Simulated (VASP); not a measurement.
# MgS (Fm-3m) in VASP: a series of runs, part 2 of 2

VASP 6.6.1. Earlier steps stand in the parts before.

### Step 3. Band structure, r2SCAN

INCAR

```
SYSTEM = MgS
ALGO = Normal
EDIFF = 1E-6
EFERMI = MIDGAP
ENCUT = 520
GGA_COMPAT = .False.
ISMEAR = 0
LASPH = .True.
LCHARG = .False.
LMIXTAU = .True.
LREAL = .False.
LWAVE = .False.
METAGGA = R2SCAN
NBANDS = 16
NELM = 120
PREC = Accurate
SIGMA = 0.03
```

KPOINTS

```
Automatic mesh
0
Gamma
  9 9 9
  0 0 0
```

KPOINTS_OPT

```
path GXWKGLUWLK,UX
32
line-mode
reciprocal
 0.0000000000  0.0000000000  0.0000000000  G
 0.5000000000  0.0000000000  0.5000000000  X

 0.5000000000  0.0000000000  0.5000000000  X
 0.5000000000  0.2500000000  0.7500000000  W

 0.5000000000  0.2500000000  0.7500000000  W
 0.3750000000  0.3750000000  0.7500000000  K

 0.3750000000  0.3750000000  0.7500000000  K
 0.0000000000  0.0000000000  0.0000000000  G

 0.0000000000  0.0000000000  0.0000000000  G
 0.5000000000  0.5000000000  0.5000000000  L

 0.5000000000  0.5000000000  0.5000000000  L
 0.6250000000  0.2500000000  0.6250000000  U

 0.6250000000  0.2500000000  0.6250000000  U
 0.5000000000  0.2500000000  0.7500000000  W

 0.5000000000  0.2500000000  0.7500000000  W
 0.5000000000  0.5000000000  0.5000000000  L

 0.5000000000  0.5000000000  0.5000000000  L
 0.3750000000  0.3750000000  0.7500000000  K

 0.6250000000  0.2500000000  0.6250000000  U
 0.5000000000  0.0000000000  0.5000000000  X
```

POSCAR

```
MgS
1.0
    0.0000000000      2.6016500000      2.6016500000
    2.6016500000      0.0000000000      2.6016500000
    2.6016500000      2.6016500000      0.0000000000
S Mg
1 1
Direct
    0.5000000000      0.5000000000      0.5000000000
    0.0000000000      0.0000000000      0.0000000000
```

Potentials or basis: VASP PAW PBE potentials, release 64 (S, Mg).

On the command line:

```bash
$ cat potpaw_PBE.64/S/POTCAR potpaw_PBE.64/Mg/POTCAR > POTCAR
$ mpirun -np 1 vasp_std > vasp.out
```

Run time: 9.4 min. Hardware: 1 thread of AMD EPYC 7R43 (Zen 3), shared host; peak memory 0.14 GiB.

Results (log left out):

| Quantity | Value |
| --- | --- |
| Free energy | -15.5106 eV |
| Pressure | -0.5 GPa |
| Band gap on the k mesh | 3.56 eV (least direct gap 4.61 eV) |
| Band gap along the path | 3.43 eV (least direct gap 4.61 eV) |

Levels at the corners of the path, in eV from the valence-band top:
```
point  band 2  band 3  band 4  band 5  band 6  band 7
    Γ    0.00    0.00    0.00    4.61    8.53    8.53
    X   -4.27   -1.73   -1.73    3.43    4.93   13.14
    X   -4.27   -1.73   -1.73    3.43    4.93   13.14
    W   -3.28   -3.28   -2.35    5.90    8.63    8.63
    W   -3.28   -3.28   -2.35    5.90    8.63    8.63
    K   -3.76   -3.20   -1.40    4.54    7.34   10.43
    K   -3.76   -3.20   -1.40    4.54    7.34   10.43
    Γ    0.00    0.00    0.00    4.61    8.53    8.53
    Γ    0.00    0.00    0.00    4.61    8.53    8.53
    L   -4.88   -0.62   -0.62    5.22    7.50    7.50
    L   -4.88   -0.62   -0.62    5.22    7.50    7.50
    U   -3.76   -3.20   -1.40    4.54    7.34   10.43
    U   -3.76   -3.20   -1.40    4.54    7.34   10.43
    W   -3.28   -3.28   -2.35    5.90    8.63    8.63
    W   -3.28   -3.28   -2.35    5.90    8.63    8.63
    L   -4.88   -0.62   -0.62    5.22    7.50    7.50
    L   -4.88   -0.62   -0.62    5.22    7.50    7.50
    K   -3.76   -3.20   -1.40    4.54    7.34   10.43
    U   -3.76   -3.20   -1.40    4.54    7.34   10.43
    X   -4.27   -1.73   -1.73    3.43    4.93   13.14
```

Caveat: the PAW data sets were made with another functional, which shifts forces and pressure a little; the mesh misses the band edges, which the band path finds closer together.

### Step 4. Vibrations by perturbation theory, PBE

INCAR

```
SYSTEM = MgS
PREC     = Accurate       ! precision mode
ENCUT    = 520            ! plane-wave cutoff, eV
EDIFF    = 1E-8           ! SCF threshold, eV
ISMEAR   = -1             ! smearing method
SIGMA    = 0.05           ! smearing width, eV
LREAL    = .FALSE.        ! projectors in reciprocal space
LASPH    = .TRUE.         ! aspherical terms in the spheres
NELM     = 60             ! most SCF steps
ALGO     = Normal         ! electronic algorithm
ISIF     = 2              ! what is computed and relaxed
LWAVE    = .FALSE.        ! write WAVECAR
LCHARG   = .FALSE.        ! write CHGCAR
GGA      = PE             ! functional
NBANDS   = 11             ! bands
IBRION   = 8              ! ionic algorithm
NSW      = 1              ! ionic steps
```

KPOINTS

```
regular mesh
0
G
  9 9 9
  0 0 0
```

POSCAR is that of step 3.

Potentials or basis: VASP PAW PBE potentials, release 64 (S, Mg).

On the command line:

```bash
$ cat potpaw_PBE.64/S/POTCAR potpaw_PBE.64/Mg/POTCAR > POTCAR
$ mpirun -np 1 vasp_std > vasp.out
```

OUTCAR:

```text
SYSTEM = MgS
   PREC = Accurate
   ENCUT = 520
   EDIFF = 1E-8
   ISMEAR = -1
   LREAL = .FALSE.
   LASPH = .TRUE.
   NELM = 60
   ISIF = 2
   GGA = PE
   IBRION = 8
   NSW = 1

 ion  position               nearest neighbor table
   1  0.500  0.500  0.500-   2 2.60   2 2.60   2 2.60   2 2.60   2 2.60   2 2.60
   2  0.000  0.000  0.000-   1 2.60   1 2.60   1 2.60   1 2.60   1 2.60   1 2.60

  LATTYP: Found a face centered cubic cell.
 ALAT       =     5.2033000000

  Lattice vectors:

 A1 = (   0.0000000000,   2.6016500000,   2.6016500000)
 A2 = (   2.6016500000,   0.0000000000,   2.6016500000)
 A3 = (   2.6016500000,   2.6016500000,   0.0000000000)

Analysis of symmetry for initial positions (statically):
=====================================================================
 Subroutine PRICEL returns:
 Original cell was already a primitive cell.

 Routine SETGRP: Setting up the symmetry group for a
 face centered cubic supercell.
[... 563 lines left out ...]

 INTERNAL STRAIN TENSOR  FOR ION    2  DIRECTION 1   (eV/Angst):
 -----------------------------------------------------------------------------
     0.00131 -0.00000 -0.00000
     0.00000 -0.00126  0.00000
     0.00000  0.00000 -0.00126

 INTERNAL STRAIN TENSOR FOR ION    2 for displacements in x,y,z  (eV/Angst):
          X           Y           Z          XY          YZ          ZX
  --------------------------------------------------------------------------------
  x     0.00000     0.00000     0.00000     0.00000     0.00000     0.00000
  y     0.00000     0.00000     0.00000     0.00000     0.00000     0.00000
  z     0.00000     0.00000     0.00000     0.00000     0.00000     0.00000

 SECOND DERIVATIVES (NOT SYMMETRIZED)
 ------------------------------------
               1X          1Y          1Z          2X          2Y          2Z
  1X    -2.796518    0.000000    0.000000    2.796518    0.000000    0.000000
  1Y     0.000000   -2.796518    0.000000    0.000000    2.796518    0.000000
  1Z     0.000000    0.000000   -2.796518    0.000000    0.000000    2.796518
  2X     2.793177    0.000000    0.000000   -2.793177    0.000000    0.000000
  2Y     0.000000    2.793177    0.000000    0.000000   -2.793177    0.000000
  2Z     0.000000    0.000000    2.793177    0.000000    0.000000   -2.793177

 Eigenvectors and eigenvalues of the dynamical matrix
 ----------------------------------------------------

   1 f  =    7.028612 THz    44.162074 2PiTHz  234.449273 cm-1    29.067992 meV
             X         Y         Z           dx          dy          dz
      2.601650  2.601650  2.601650     0.000000    0.656852    0.000000
      0.000000  0.000000  0.000000     0.000000   -0.754019    0.000000
[... 21 lines left out ...]
   6 f/i=    0.002081 THz     0.013075 2PiTHz    0.069411 cm-1     0.008606 meV
             X         Y         Z           dx          dy          dz
      2.601650  2.601650  2.601650     0.000000    0.000000    0.754019
      0.000000  0.000000  0.000000     0.000000    0.000000    0.656852

--------------------------------------------------------------------------------------------------------

 ELASTIC MODULI CONTR FROM IONIC RELAXATION (kBar)
 Direction    XX          YY          ZZ          XY          YZ          ZX
 --------------------------------------------------------------------------------
 XX           0.0000      0.0000      0.0000      0.0000      0.0000      0.0000
 YY           0.0000      0.0000      0.0000      0.0000      0.0000      0.0000
 ZZ           0.0000      0.0000      0.0000      0.0000      0.0000      0.0000
 XY           0.0000      0.0000      0.0000      0.0000      0.0000      0.0000
 YZ           0.0000      0.0000      0.0000      0.0000      0.0000      0.0000
 ZX           0.0000      0.0000      0.0000      0.0000      0.0000      0.0000
 --------------------------------------------------------------------------------
```

stdout:

```text
POSCAR found type information on POSCAR S Mg
 POSCAR found :  2 types and       2 ions
 scaLAPACK will be used
 LDA part: xc-table for (Slater+PW92), standard interpolation
 POSCAR, INCAR and KPOINTS ok, starting setup
 FFT: planning ... GRIDC
 FFT: planning ... GRID_SOFT
 FFT: planning ... GRID
 WAVECAR not read
 entering main loop
 Linear response reoptimize wavefunctions to high precision
 Linear response DOF=           2
 Linear response progress:
 first order change of Fermi-energy   0.10054E-02
 force on displaced ion       1 direction 1 :  -2.797   0.000   0.000
 Linear response progress:
 first order change of Fermi-energy  -0.27246E-04
 force on displaced ion       2 direction 1 :  -2.793   0.000   0.000
 Linear response finished
```

Wall time 1.9 min (1 thread of AMD EPYC 7R43 (Zen 3), shared host); peak memory 0.19 GiB.

What came out:

- Highest phonon frequency at Γ, LO-TO splitting left out: 234 cm⁻¹

Phonon frequencies in cm⁻¹ (negative: imaginary):
```csv
q point,frequencies
"(0.000, 0.000, 0.000)",0 0 0 234 234 234
```

### Step 5. The runs side by side

| task | level | k mesh | cutoff (eV) | smearing | tolerance level | purpose | route | dipole correction | gap on the mesh (eV) | pressure (GPa) |
| --- | --- | --- | --- | --- | --- | --- | --- | --- | --- | --- |
| band structure | r2SCAN | 6 × 6 × 6 | 300 | gaussian 0.03 eV | standard | bands | KPOINTS_OPT | - | 3.44 | -0.6 |
| band structure | r2SCAN | 9 × 9 × 9 | 520 | gaussian 0.03 eV | standard | bands | KPOINTS_OPT | - | 3.56 | -0.5 |
| vibrations by perturbation theory | PBE | 9 × 9 × 9 | 520 | fermi-dirac 0.05 eV | - | - | - | no | - | - |

Alike in all rows: potentials or basis VASP PAW PBE potentials, release 64 (S, Mg); no spin polarisation; cell as given.

Caveats: the PAW data sets were made with another functional, which shifts forces and pressure a little (at least some runs); the cutoff is under 1.25 times the usual one of these potentials, so pressure, stress and relaxed cells hold a basis-set (Pulay) error (at least some runs); the mesh misses the band edges, which the band path finds closer together (at least some runs).

Total energies depend on the potentials used, so only differences within one code and one set of settings carry meaning.
